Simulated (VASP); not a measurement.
# Ca18HO in VASP: notebook, part 2 of 2

VASP 6.6.1.

### 3 Single point, PBE

INCAR

```
PREC = Accurate ; ENCUT = 520
EDIFF = 1E-7 ; ISMEAR = -1
SIGMA = 0.05 ; LREAL = Auto
LASPH = True ; NELM = 80
ALGO = Normal ; ISIF = 2
LWAVE = False ; LCHARG = True
GGA = PE ; LELF = True
LVHAR = True ; NBANDS = 110
```

KPOINTS

```
regular mesh
0
Gamma
  3 2 1
```

POSCAR

```
Ca18HO
1.0
    7.8913120000      0.0000000000      0.0000000000
    5.9184840000     10.2511150000      0.0000000000
    0.0000000000      0.0000000000     18.4432290000
Ca O H
18 1 1
Direct
    0.1666666504      0.1111111328      0.0542203862
    0.6666666504      0.1111111328      0.0542203862
    0.1666666748      0.4444444336      0.0542203862
    0.6666666748      0.4444444336      0.0542203862
    0.1666666260      0.7777778320      0.0542203862
    0.6666666260      0.7777778320      0.0542203862
   -0.1660322232      0.2212646137      0.2196428294
    0.3328367785      0.2235530476      0.2192155723
   -0.1659343873      0.5570712064      0.2214754802
    0.3350381620      0.5543840841      0.2184147906
   -0.1713878013      0.8857177975      0.2240295883
    0.3349431392      0.8877369925      0.2215149527
   -0.0275811143     -0.0159527037      0.3815819887
    0.4848798332      0.0018513108      0.3872699840
   -0.0040910706      0.3281671311      0.3856413104
    0.4963131573      0.3331109835      0.3841054622
    0.0072304274      0.6599520150      0.3868327504
    0.5061974416      0.6648523600      0.3822914632
   -0.1929940991      0.8735445852      0.3654436541
   -0.2724191451      0.8188829215      0.3330373982
```

Potentials or basis: VASP PAW PBE potentials, release 64 (Ca_sv, O, H).

Run with:

```console
cat potpaw_PBE.64/Ca_sv/POTCAR potpaw_PBE.64/O/POTCAR potpaw_PBE.64/H/POTCAR > POTCAR
mpirun -np 1 vasp_std > vasp.out
```

OUTCAR:

```text
PREC = Accurate
   ENCUT = 520
   EDIFF = 1E-7
   ISMEAR = -1
   LREAL = Auto
   LASPH = True
   NELM = 80
   ISIF = 2
   GGA = PE

 ion  position               nearest neighbor table
   1  0.167  0.111  0.054-
   2  0.667  0.111  0.054-
   3  0.167  0.444  0.054-
   4  0.667  0.444  0.054-
   5  0.167  0.778  0.054-
   6  0.667  0.778  0.054-
   7  0.834  0.221  0.220-
   8  0.333  0.224  0.219-
   9  0.834  0.557  0.221-
  10  0.335  0.554  0.218-
  11  0.829  0.886  0.224-
  12  0.335  0.888  0.222-
  13  0.972  0.984  0.382-  19 2.28
  14  0.485  0.002  0.387-  19 2.25
  15  0.996  0.328  0.386-
  16  0.496  0.333  0.384-
  17  0.007  0.660  0.387-  19 2.25
[... 220 lines left out ...]
  free energy    TOTEN  =       -42.77046875 eV

  energy without entropy =      -42.55037150  energy(sigma->0) =      -42.66042013

 E-fermi :  -0.1427     XC(G=0):  -4.7924

 val. band max:       -0.1428812011   @ k =   0.0000   0.5000   0.0000
 cond. band min:      -0.1210595481   @ k =   0.0000   0.0000   0.0000
 fundamental gap:      0.0218216530
 Fermi energy:        -0.1426524177

 k-point     1 :       0.0000    0.0000    0.0000
  band No.  band energies     occupation
      1     -42.6429      2.00000
      2     -42.6120      2.00000
      3     -42.6059      2.00000
      4     -42.6037      2.00000
      5     -42.6015      2.00000
      6     -42.5949      2.00000
[... 421 lines left out ...]
    104       0.4773      0.00001
    105       0.4886      0.00001
 [bands above 105 left out]

------------------------ aborting loop because EDIFF is reached ----------------------------------------

  FORCE on cell =-STRESS in cart. coord.  units (eV):
  Direction    XX          YY          ZZ          XY          YZ          ZX
  --------------------------------------------------------------------------------------
  -------------------------------------------------------------------------------------
  Total       -0.6220496      0.2915304     -0.0015161     -0.6060725      0.0068106      0.0087627
  in kB       -0.6680029      0.3130669     -0.0016281     -0.6508455      0.0073137      0.0094100
  external PRESSURE =      -0.1188547 kB  Pullay stress =       0.0000000 kB

 VOLUME and BASIS-vectors are now :
 -----------------------------------------------------------------------------
  energy-cutoff  :      520.00
  volume of cell :     1491.96
      direct lattice vectors                 reciprocal lattice vectors
     7.891312000  0.000000000  0.000000000     0.126721640 -0.073162773  0.000000000
     5.918484000 10.251115000  0.000000000     0.000000000  0.097550364  0.000000000
     0.000000000  0.000000000 18.443229000     0.000000000  0.000000000  0.054220440

 POSITION                                       TOTAL-FORCE (eV/Angst)
 -----------------------------------------------------------------------------------
      1.97283      1.13901      1.00000         0.009970     -0.009542     -0.013812
      5.91848      1.13901      1.00000         0.003638     -0.005839      0.014003
      3.94566      4.55605      1.00000        -0.006563      0.017090     -0.031143
      7.89131      4.55605      1.00000         0.010949     -0.011336     -0.009047
      5.91848      7.97309      1.00000        -0.021441      0.011083      0.024513
      9.86414      7.97309      1.00000         0.003381     -0.001665     -0.004647
[... 12 lines left out ...]
     11.53840      8.95481      6.73996         0.024401      0.016114      0.003678
     10.58811      8.39446      6.14229        -0.028645     -0.016800     -0.018499
 -----------------------------------------------------------------------------------
    total drift:                               -0.000723     -0.000155      0.001303

  FREE ENERGIE OF THE ION-ELECTRON SYSTEM (eV)
  ---------------------------------------------------
  free  energy   TOTEN  =       -42.7704687527 eV

  energy  without entropy=      -42.5503715018  energy(sigma->0) =      -42.66042013
```

stdout:

```text
POSCAR found type information on POSCAR CaO H
 POSCAR found :  3 types and      20 ions
 scaLAPACK will be used
 LDA part: xc-table for (Slater+PW92), standard interpolation
 -----------------------------------------------------------------------------
|                                                                             |
|           W    W    AA    RRRRR   N    N  II  N    N   GGGG   !!!           |
|           W    W   A  A   R    R  NN   N  II  NN   N  G    G  !!!           |
|           W    W  A    A  R    R  N N  N  II  N N  N  G       !!!           |
|           W WW W  AAAAAA  RRRRR   N  N N  II  N  N N  G  GGG   !            |
|           WW  WW  A    A  R   R   N   NN  II  N   NN  G    G                |
|           W    W  A    A  R    R  N    N  II  N    N   GGGG   !!!           |
|                                                                             |
|     Your reciprocal lattice and k-lattice belong to different lattice       |
|     classes:                                                                |
|                                                                             |
|        The reciprocal lattice is simple monoclinic,                         |
|        whereas your k-lattice is hexagonal.                                 |
|                                                                             |
|     Results are often still useful ...                                      |
|                                                                             |
 -----------------------------------------------------------------------------

 POSCAR, INCAR and KPOINTS ok, starting setup
 FFT: planning ... GRIDC
 FFT: planning ... GRID_SOFT
 FFT: planning ... GRID
 WAVECAR not read
 entering main loop
```

Run time: 60 min. Hardware: 1 thread of Intel Xeon 8259CL, shared host; peak memory 1.6 GiB.

Results:

- Free energy: -42.7705 eV
- Largest force: 0.048 eV/Å
- Band gap on the k mesh: zero (an odd number of electrons rules out a gap without spin polarisation)

Forces on the atoms (eV/Å):
```
Ca   0.010 -0.010 -0.014
Ca   0.004 -0.006  0.014
Ca  -0.007  0.017 -0.031
Ca   0.011 -0.011 -0.009
Ca  -0.021  0.011  0.025
Ca   0.003 -0.002 -0.005
Ca   0.000  0.000  0.000
Ca   0.000  0.000  0.000
Ca   0.000  0.000  0.000
Ca   0.000  0.000  0.000
Ca   0.003  0.001 -0.012
Ca   0.000  0.000 -0.001
Ca   0.027  0.016  0.009
Ca  -0.035  0.028  0.014
Ca   0.000  0.000  0.004
Ca   0.000  0.000  0.004
Ca   0.009 -0.045  0.014
Ca   0.000  0.000  0.004
O    0.024  0.016  0.004
H   -0.029 -0.017 -0.018
```

Caveat: an odd number of electrons without spin polarisation forces a metal; a magnetic or distorted state may lie lower.

### 4 Single point, PBE

INCAR

```
PREC     = Accurate       # precision mode
ENCUT    = 520            # plane-wave cutoff, eV
EDIFF    = 1E-6           # SCF threshold, eV
ISMEAR   = -1             # smearing method
SIGMA    = 0.05           # smearing width, eV
LREAL    = Auto         
LASPH    = T              # aspherical terms in the spheres
NELM     = 80             # most SCF steps
ALGO     = Normal         # electronic algorithm
ISIF     = 2              # what is computed and relaxed
LWAVE    = F              # write WAVECAR
LCHARG   = F              # write CHGCAR
GGA      = PE             # functional
NBANDS   = 110            # bands
```

KPOINTS

```
Automatic mesh
0
Gamma
  3 2 1
```

POSCAR

```
Ca18HO
1.0
    7.8913120000      0.0000000000      0.0000000000
    5.9184840000     10.2511150000      0.0000000000
    0.0000000000      0.0000000000     18.4432290000
Ca O H
18 1 1
Direct
    0.1666666504      0.1111111328      0.0542204405
    0.6666666504      0.1111111328      0.0542204405
    0.1666666748      0.4444444336      0.0542204405
    0.6666666748      0.4444444336      0.0542204405
    0.1666666992      0.7777777344      0.0542204405
    0.6666666992      0.7777777344      0.0542204405
   -0.1670644184      0.2238971078      0.2198658380
    0.3313770088      0.2247120435      0.2193894030
   -0.1688008149      0.5604414739      0.2227647339
    0.3347879547      0.5547447278      0.2185749578
   -0.1712611835      0.8855359636      0.2364348998
    0.3418266141      0.8866932036      0.2225618410
   -0.0126517823     -0.0069279293      0.3872027507
    0.5176465363     -0.0110260201      0.3852192585
    0.0006512624      0.3295024005      0.3856867472
    0.4930979544      0.3398772719      0.3841634781
   -0.0142933946      0.6800739237      0.3853483032
    0.5109593947      0.6676848323      0.3814670956
   -0.1665678709      0.8903467574      0.3660809612
   -0.3390699384      0.7787571401      0.3055680760
```

Run with:

```console
cat potpaw_PBE.64/Ca_sv/POTCAR potpaw_PBE.64/O/POTCAR potpaw_PBE.64/H/POTCAR > POTCAR
mpirun -np 1 vasp_std > vasp.out
```

It took 22 min on 1 thread of Intel Xeon 6975P-C (Granite Rapids), shared host; peak memory 1.6 GiB.

The run converged. Its results:

- Free energy: -44.7354 eV
- Largest force: 0.514 eV/Å
- Band gap on the k mesh: zero (an odd number of electrons rules out a gap without spin polarisation)

Forces on the atoms (eV/Å):
```
Ca   0.000 -0.016 -0.027
Ca  -0.001 -0.047  0.070
Ca  -0.016  0.019 -0.035
Ca   0.022  0.006 -0.004
Ca  -0.034  0.042  0.080
Ca   0.035  0.020 -0.027
Ca   0.004  0.011  0.002
Ca  -0.003  0.002  0.002
Ca  -0.003  0.012  0.012
Ca  -0.001 -0.002  0.002
Ca   0.004 -0.002  0.086
Ca   0.021 -0.008  0.007
Ca   0.146  0.075  0.070
Ca   0.043 -0.047 -0.006
Ca   0.023  0.000  0.005
Ca   0.006  0.029  0.006
Ca  -0.027  0.043  0.000
Ca   0.022  0.006  0.003
O    0.151  0.079 -0.004
H   -0.394 -0.224 -0.243
```

Levels at points of the mesh, in eV from the Fermi level:
```csv
k point,band 91,band 92,band 93,band 94,band 95,band 96
"(0.00, 0.00, 0.00)",-0.46,-0.31,-0.18,0.00,0.03,0.11
"(0.00, 0.50, 0.00)",-0.57,-0.38,-0.11,0.00,0.04,0.10
```

Caveat: an odd number of electrons without spin polarisation forces a metal; a magnetic or distorted state may lie lower.

### 5 Single point, PBE

INCAR

```
  PREC = Accurate
  ENCUT = 520
  EDIFF = 1E-6
  ISMEAR = -1
  SIGMA = 0.05
  LREAL = Auto
  LASPH = T
  NELM = 100
  ALGO = Normal
  ISIF = 2
  LWAVE = F
  LCHARG = F
  GGA = PE
  NBANDS = 110
```

KPOINTS

```
regular mesh
0
Gamma
  3 2 1
```

POSCAR

```
Ca18HO
1.0
    7.8913120000      0.0000000000      0.0000000000
    5.9184840000     10.2511150000      0.0000000000
    0.0000000000      0.0000000000     18.4432290000
Ca O H
18 1 1
Direct
    0.1666667000      0.1111111000      0.0542204000
    0.6666667000      0.1111111000      0.0542204000
    0.1666667000      0.4444444000      0.0542204000
    0.6666667000      0.4444444000      0.0542204000
    0.1666667000      0.7777778000      0.0542204000
    0.6666667000      0.7777778000      0.0542204000
   -0.1678988237      0.2218957520      0.2219201717
    0.3367540240      0.2195102652      0.2211612732
   -0.1637065268      0.5551458563      0.2215808695
    0.3297719031      0.5580704360      0.2202235204
   -0.1666784638      0.8888368059      0.2154631816
    0.3332924719      0.8893024751      0.2228530296
   -0.0072679535     -0.0067596060      0.3905593500
    0.5176256665     -0.0065149620      0.3905069640
    0.0035109066      0.3301772072      0.3879145339
    0.4934961912      0.3389245316      0.3856141611
   -0.0098286997      0.6797598749      0.3893255377
    0.5043188788      0.6622640533      0.3842701668
   -0.1668372854      0.8894381386      0.4412186716
   -0.1668778975      0.8890648334      0.4942154174
```

Run with:

```console
cat potpaw_PBE.64/Ca_sv/POTCAR potpaw_PBE.64/O/POTCAR potpaw_PBE.64/H/POTCAR > POTCAR
mpirun -np 1 vasp_std > vasp.out
```

Wall time 57 min (1 thread of Intel Xeon 8259CL, shared host); peak memory 1.6 GiB.

Results (log left out):

```yaml
Free_energy: -43.4564 eV
Largest_force: 0.110 eV/Å
Band_gap_on_the_k_mesh: zero (an odd number of electrons rules out a gap without spin polarisation)
```

Forces in eV/Å, atoms in the order of the input:
```
Ca  -0.006 -0.009  0.046
Ca   0.005  0.038 -0.048
Ca   0.007  0.000  0.012
Ca  -0.004 -0.009  0.027
Ca   0.025 -0.004 -0.046
Ca  -0.026 -0.016 -0.010
Ca   0.000  0.000  0.000
Ca   0.000  0.000  0.000
Ca   0.000  0.000  0.000
Ca   0.000  0.000  0.000
Ca  -0.001  0.000 -0.001
Ca   0.001  0.000  0.000
Ca   0.017  0.011 -0.008
Ca  -0.018  0.011 -0.010
Ca   0.000  0.000  0.004
Ca  -0.001  0.000  0.004
Ca   0.000 -0.019 -0.008
Ca   0.000 -0.001  0.004
O   -0.001  0.001 -0.075
H    0.002 -0.003  0.110
```

Levels at points of the mesh, in eV from the Fermi level:
```
           k point  band 89  band 90  band 91  band 92  band 93  band 94  band 95  band 96  band 97  band 98
(0.00, 0.00, 0.00)    -0.66    -0.51    -0.43    -0.37    -0.03    -0.02     0.01     0.04     0.18     0.24
(0.00, 0.50, 0.00)    -0.67    -0.65    -0.51    -0.49    -0.03     0.01     0.02     0.05     0.07     0.11
```

Caveat: an odd number of electrons without spin polarisation forces a metal; a magnetic or distorted state may lie lower.

### 6 Overview

| cell | gap on the mesh (eV) | largest force (eV/Å) |
| --- | --- | --- |
| as given, atomic positions A | none | 0.07 |
| as given, atomic positions B | none | 0.05 |
| as given, atomic positions C | none | 0.51 |
| as given, atomic positions D | none | 0.11 |

Alike in all rows: task single point; level PBE; potentials or basis VASP PAW PBE potentials, release 64 (Ca_sv, O, H); no spin polarisation; k mesh 3 × 2 × 1; cutoff (eV) 520; smearing fermi-dirac 0.05 eV.

Caveats: an odd number of electrons without spin polarisation forces a metal; a magnetic or distorted state may lie lower.

Total energies depend on the potentials used, so only differences within one code and one set of settings carry meaning.
